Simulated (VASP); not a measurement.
# Cd7S (Cm) in VASP: single point with PBE

Aim: the single point of Cd7S with PBE.

Everything below comes from runs of VASP 6.6.1. Logs are shortened: lines on timing, memory, paths and dates and some standing lists are left out, and cuts for length are marked.

### Step 1. The cell of the first run

Symmetry: Cm, No. 8, monoclinic system. Conventional cell: a = 6.369 Å, b = 3.678 Å, c = 16.552 Å, α = 90.00°, β = 90.03°, γ = 90.00°. Within 3.7 Å of Cd (site symmetry m) lie 3 S at 2.70 Å and 9 Cd at 3.03 to 3.68 Å. Cd (site symmetry m) has 3 S at 2.70 Å and 9 Cd at 3.03 to 3.68 Å within 3.7 Å. Within 4.0 Å of Cd (site symmetry m) lie 12 Cd at 3.03 to 3.68 Å. Cd (site symmetry m) has 12 Cd at 3.05 to 3.68 Å within 4.0 Å. Within 4.0 Å of Cd (site symmetry m) lie 12 Cd at 3.03 to 3.68 Å. Cd (site symmetry m) has 12 Cd at 3.05 to 3.68 Å within 4.0 Å. Within 4.1 Å of Cd (site symmetry m) lie 12 Cd at 3.08 to 3.68 Å. Within 3.7 Å of S (site symmetry m) lie 6 Cd at 2.70 Å and 6 S at 3.68 Å.

### Step 2. Single point, PBE

INCAR reads:

```
ALGO = Normal
EDIFF = 1E-6
ENCUT = 520
GGA = PE
ISIF = 2
ISMEAR = 0
LASPH = T
LCHARG = T
LELF = T
LREAL = F
LVHAR = T
LWAVE = F
NBANDS = 55
NELM = 100
PREC = Accurate
SIGMA = 0.1
```

KPOINTS reads:

```
k-points
0
Gamma
  10 10 2
```

POSCAR reads:

```
Cd7S
1.0
    3.1847325805     -1.8390619129      0.0005765736
    3.1847325805      1.8390619129      0.0005765736
   -0.0123624719      0.0000000000     16.5517062143
Cd S
7 1
Direct
    0.6652694103      0.6652694103      0.8989515797
    0.3320535910      0.3320535910      0.1010673844
    0.3333364541      0.3333364541      0.7677561756
    0.6677101813      0.6677101813      0.6351610554
    0.6666050716      0.6666050716      0.2322331697
    0.3342624744      0.3342624744      0.3648196895
    0.0013238394      0.0013238394      0.4999868000
    0.9982761821      0.9982761821      1.0000241455
```

Potentials or basis: VASP PAW PBE potentials, release 64 (Cd, S).

Launch:

```
$ cat potpaw_PBE.64/Cd/POTCAR potpaw_PBE.64/S/POTCAR > POTCAR
$ mpirun -np 1 vasp_std > vasp.out
```

OUTCAR:

```text
EDIFF = 1E-6
   ENCUT = 520
   GGA = PE
   ISIF = 2
   ISMEAR = 0
   LASPH = T
   LREAL = F
   NELM = 100
   PREC = Accurate

 ion  position               nearest neighbor table
   1  0.665  0.665  0.899-   8 2.70   8 2.70   8 2.70   3 3.03   3 3.04   3 3.04
   2  0.332  0.332  0.101-   8 2.70   8 2.70   8 2.70   5 3.03   5 3.03   5 3.04
   3  0.333  0.333  0.768-   1 3.03   1 3.04   1 3.04   4 3.05   4 3.05   4 3.06
   4  0.668  0.668  0.635-   3 3.05   3 3.05   3 3.06   7 3.08   7 3.08   7 3.09
   5  0.667  0.667  0.232-   2 3.03   2 3.03   2 3.04   6 3.05   6 3.06   6 3.06
   6  0.334  0.334  0.365-   5 3.05   5 3.06   5 3.06   7 3.08   7 3.08   7 3.08
   7  0.001  0.001  0.500-   6 3.08   4 3.08   4 3.08   6 3.08   6 3.08   4 3.09
   8  0.998  0.998  0.000-   1 2.70   2 2.70   2 2.70   2 2.70   1 2.70   1 2.70

  LATTYP: Found a base centered monoclinic cell.
 ALAT       =     6.3694652654
 B/A-ratio  =     0.5774619489
 C/A-ratio  =     2.5986028876
 COS(beta)  =    -0.0005658570

  Lattice vectors:

 A1 = (   3.1847325805,  -1.8390619129,   0.0005765736)
 A2 = (   3.1847325805,   1.8390619129,   0.0005765736)
 A3 = (  -0.0123624719,   0.0000000000,  16.5517062143)

Analysis of symmetry for initial positions (statically):
=====================================================================
 Subroutine PRICEL returns:
 Original cell was already a primitive cell.

 Routine SETGRP: Setting up the symmetry group for a
 base centered monoclinic supercell.

 Subroutine GETGRP returns: Found  2 space group operations
 (whereof  2 operations were pure point group operations)
 out of a pool of  4 trial point group operations.

The static configuration has the point symmetry C_1h.

Analysis of symmetry for dynamics (positions and initial velocities):
=====================================================================
 Subroutine PRICEL returns:
 Original cell was already a primitive cell.

 Routine SETGRP: Setting up the symmetry group for a
 base centered monoclinic supercell.

 Subroutine GETGRP returns: Found  2 space group operations
 (whereof  2 operations were pure point group operations)
 out of a pool of  4 trial point group operations.

The dynamic configuration has the point symmetry C_1h.

 Subroutine INISYM returns: Found  2 space group operations
 (whereof  2 operations are pure point group operations),
 and found     1 'primitive' translations

----------------------------------------------------------------------------------------

                                     Primitive cell

  volume of cell :     193.8841

  direct lattice vectors                    reciprocal lattice vectors
     3.184732580 -1.839061913  0.000576574     0.156999032 -0.271877742  0.000117263
     3.184732580  1.839061913  0.000576574     0.156999032  0.271877742  0.000117263
    -0.012362472  0.000000000 16.551706214    -0.000010938  0.000000000  0.060416724

  length of vectors
     3.677590334  3.677590334 16.551710831     0.313952570  0.313952570  0.060416725

  position of ions in fractional coordinates (direct lattice)
     0.665269410  0.665269410  0.898951580
     0.332053591  0.332053591  0.101067384
     0.333336454  0.333336454  0.767756176
     0.667710181  0.667710181  0.635161055
     0.666605072  0.666605072  0.232233170
     0.334262474  0.334262474  0.364819690
     0.001323839  0.001323839  0.499986800
     0.998276182  0.998276182  0.000024145

  ion indices of the primitive-cell ions
   primitive index   ion index
                 1           1
                 2           2
                 3           3
                 4           4
                 5           5
                 6           6
                 7           7
                 8           8

----------------------------------------------------------------------------------------

 KPOINTS: k-points

Automatic generation of k-mesh.
 Grid dimensions read from file:
 generate k-points for:   10   10    2

 Generating k-lattice:

  Cartesian coordinates                     Fractional coordinates (reciprocal lattice)
     0.015699903 -0.027187774  0.000011726     0.100000000 -0.000000000 -0.000000000
     0.015699903  0.027187774  0.000011726    -0.000000000  0.100000000 -0.000000000
    -0.000005469  0.000000000  0.030208362     0.000000000  0.000000000  0.500000000

  Length of vectors
     0.031395257  0.031395257  0.030208362

  Shift w.r.t. Gamma in fractional coordinates (k-lattice)
     0.000000000  0.000000000  0.000000000

 Subroutine IBZKPT returns following result:
 ===========================================

 Found     62 irreducible k-points:

 Following reciprocal coordinates:
            Coordinates               Weight
  0.000000  0.000000  0.000000      1.000000
  0.100000 -0.000000  0.000000      4.000000
  0.200000 -0.000000  0.000000      4.000000
  0.300000 -0.000000 -0.000000      4.000000
  0.400000  0.000000 -0.000000      4.000000
  0.500000 -0.000000  0.000000      2.000000
[... 16 lines left out ...]
  0.300000  0.300000  0.000000      2.000000
  0.400000  0.300000  0.000000      4.000000
 [... further k-points ...]
   k-points           NKPTS =     62   k-points in BZ     NKDIM =     62   number of bands    NBANDS=     55
   number of dos      NEDOS =    301   number of ions     NIONS =      8
   total plane-waves  NPLWV =  98784
   dimension x,y,z NGX =    28 NGY =   28 NGZ =  126
   dimension x,y,z NGXF=    56 NGYF=   56 NGZF=  252
   ions per type =               7   1
   NGX,Y,Z   is equivalent  to a cutoff of  12.66, 12.66, 12.66 a.u.
   NGXF,Y,Z  is equivalent  to a cutoff of  25.31, 25.31, 25.31 a.u.
 SYSTEM =  unknown system
   PREC   = accura    normal or accurate (medium, high low for compatibility)
   ISTART =      0    job   : 0-new  1-cont  2-samecut
   ICHARG =      2    charge: 1-file 2-atom 10-const
   ISPIN  =      1    spin polarized calculation?
   LNONCOLLINEAR =      F non collinear calculations
   LSORBIT =      F    spin-orbit coupling
   LASPH  =      T    aspherical Exc in radial PAW
   ENCUT  =  520.0 eV  38.22 Ry    6.18 a.u.   6.84  6.84 30.78*2*pi/ulx,y,z
   NELM   =    100;   NELMIN=  2; NELMDL= -5     # of ELM steps
   EDIFF  = 0.1E-05   stopping-criterion for ELM
   LREAL  =      F    real-space projection
   EDIFFG = 0.1E-04   stopping-criterion for IOM
   NSW    =      0    number of steps for IOM
   IBRION =     -1    ionic relax: 0-MD 1-quasi-New 2-CG
   NFREE  =      0    steps in history (QN), initial steepest desc. (CG)
   ISIF   =      2    stress and relaxation
   ISYM   =      2    0-nonsym 1-usesym 2-fastsym
   POTIM  = 0.5000    time-step for ionic-motion
   TEBEG  =    0.0;   TEEND  =   0.0 temperature during run
   PSTRESS=    0.0 pullay stress
   NELECT =      90.0000    total number of electrons
   NUPDOWN=      -1.0000    fix difference up-down
   EMIN   =  10.00;   EMAX   =-10.00  energy-range for DOS
   EFERMI =   0.00;   METHOD = LEGACY
   ISMEAR =     0;   SIGMA  =   0.10  broadening in eV -4-tet -1-fermi 0-gaus
   EFERMI_NEDOS =   21; number of points for ismear=-14 and -15
   IALGO  =     38    algorithm
   IMIX   =      4    mixing-type and parameters
     AMIX     =   0.40;   BMIX     =  1.00
     AMIX_MAG =   1.60;   BMIX_MAG =  1.00
  volume/ion in A,a.u.               =      24.24       163.55
  Fermi-wavevector in a.u.,A,eV,Ry     =   1.267579  2.395377 21.861241  1.606756
  Thomas-Fermi vector in A             =   2.400719
   LORBIT       =      0    0 simple, 1 ext, 2 COOP (PROOUT), +10 PAW based schemes
   GGA     = PE    functional components
   LHFCALC =     F    Hartree Fock is set to
   AEXX    =    0.0000 exact exchange contribution
   IVDW    =     0    specifies the selected vdW correction
   LEPSILON=     F    determine dielectric tensor
   LRPA    =     F    only Hartree local field effects (RPA)
 non-spin polarized calculation
 Gauss-broadening in eV      SIGMA  =   0.10
  energy-cutoff  :      520.00
  volume of cell :      193.88
 maximum number of plane-waves:      5254
   NGX = 13   NGY = 13   NGZ = 61

 number of electron      90.0000005 magnetization

 Free energy of the ion-electron system (eV)
  ---------------------------------------------------
  ext. energy  EPLUGINS =         0.00000000
  ---------------------------------------------------
  free energy    TOTEN  =        -9.71574397 eV

  energy without entropy =       -9.70498000  energy(sigma->0) =       -9.71036198

 E-fermi :   2.1298     XC(G=0): -10.1948

 val. band max:        2.1292058254   @ k =   0.1000   0.1000   0.0000
 cond. band min:       2.1320283268   @ k =   0.4000   0.0000  -0.0000
 fundamental gap:      0.0028225014
 Fermi energy:         2.1298026546

 k-point     1 :       0.0000    0.0000    0.0000
  band No.  band energies     occupation
      1     -11.3116      2.00000
      2      -6.9225      2.00000
      3      -6.9111      2.00000
      4      -6.9103      2.00000
      5      -6.8751      2.00000
      6      -6.8260      2.00000
[... 47 lines left out ...]
     54      10.3977      0.00000
     55      10.4039      0.00000

 k-point     2 :       0.1000   -0.0000    0.0000
  band No.  band energies     occupation
      1     -11.2511      2.00000
      2      -6.9139      2.00000
      3      -6.9052      2.00000
      4      -6.9042      2.00000
      5      -6.8544      2.00000
      6      -6.8221      2.00000
[... 47 lines left out ...]
     54       9.4345      0.00000
     55       9.6955      0.00000

 k-point     3 :       0.2000   -0.0000    0.0000
  band No.  band energies     occupation
      1     -11.0872      2.00000
      2      -6.9099      2.00000
      3      -6.8946      2.00000
      4      -6.8820      2.00000
      5      -6.8602      2.00000
      6      -6.8291      2.00000
[... 1152 lines left out ...]
 k-point    23 :       0.3000    0.3000    0.0000
  band No.  band energies     occupation
      1     -10.8727      2.00000
      2      -6.9295      2.00000
      3      -6.9223      2.00000
      4      -6.8965      2.00000
      5      -6.8691      2.00000
      6      -6.8381      2.00000
[... 47 lines left out ...]
     54       7.2048      0.00000
     55       8.2680      0.00000

 k-point    24 :       0.4000    0.3000    0.0000
  band No.  band energies     occupation
      1     -10.7476      2.00000
      2      -6.9457      2.00000
      3      -6.9181      2.00000
      4      -6.9088      2.00000
      5      -6.8867      2.00000
      6      -6.8310      2.00000
[... 47 lines left out ...]
     54       6.7295      0.00000
     55       7.0584      0.00000

 [... further k-points ...]

------------------------ aborting loop because EDIFF is reached ----------------------------------------

  FORCE on cell =-STRESS in cart. coord.  units (eV):
  Direction    XX          YY          ZZ          XY          YZ          ZX
  --------------------------------------------------------------------------------------
  -------------------------------------------------------------------------------------
  Total        0.2421589      0.2386464      0.3680245      0.0000000      0.0000000      0.0111497
  in kB        2.0011003      1.9720748      3.0412012      0.0000000      0.0000000      0.0921368
  external PRESSURE =       2.3381254 kB  Pullay stress =       0.0000000 kB

 VOLUME and BASIS-vectors are now :
 -----------------------------------------------------------------------------
  energy-cutoff  :      520.00
  volume of cell :      193.88
      direct lattice vectors                 reciprocal lattice vectors
     3.184732580 -1.839061913  0.000576574     0.156999032 -0.271877742  0.000117263
     3.184732580  1.839061913  0.000576574     0.156999032  0.271877742  0.000117263
    -0.012362472  0.000000000 16.551706214    -0.000010938  0.000000000  0.060416724

 POSITION                                       TOTAL-FORCE (eV/Angst)
 -----------------------------------------------------------------------------------
      4.22630      0.00000     14.87995         0.000318      0.000000     -0.026336
      2.11375      0.00000      1.67322         0.001306      0.000000      0.025970
      2.11368      0.00000     12.70806        -0.001388      0.000000     -0.000049
      4.24510      0.00000     10.51377        -0.001102      0.000000     -0.000584
      4.24305      0.00000      3.84462        -0.000749      0.000000      0.000657
      2.12456      0.00000      6.03877        -0.001121      0.000000      0.000923
      0.00225      0.00000      8.27564        -0.000356      0.000000      0.000325
      6.35849      0.00000      0.00155         0.003090      0.000000     -0.000905
 -----------------------------------------------------------------------------------
    total drift:                                0.000372      0.000000      0.000316

  FREE ENERGIE OF THE ION-ELECTRON SYSTEM (eV)
  ---------------------------------------------------
  free  energy   TOTEN  =        -9.7157439735 eV

  energy  without entropy=       -9.7049799965  energy(sigma->0) =       -9.71036198
```

It took 7 min on 1 thread of Intel Xeon 6975P-C (Granite Rapids), shared host; peak memory 0.62 GiB.

What came out:

* Free energy: -9.7157 eV
* Pressure: 0.2 GPa
* Largest force: 0.026 eV/Å
* Band gap on the k mesh: zero (bands 45 and 46 overlap by 1.98 eV)

Forces on the atoms (eV/Å):
```
Cd   0.000  0.000 -0.026
Cd   0.001  0.000  0.026
Cd  -0.001  0.000  0.000
Cd  -0.001  0.000 -0.001
Cd  -0.001  0.000  0.001
Cd  -0.001  0.000  0.001
Cd   0.000  0.000  0.000
S    0.003  0.000 -0.001
```
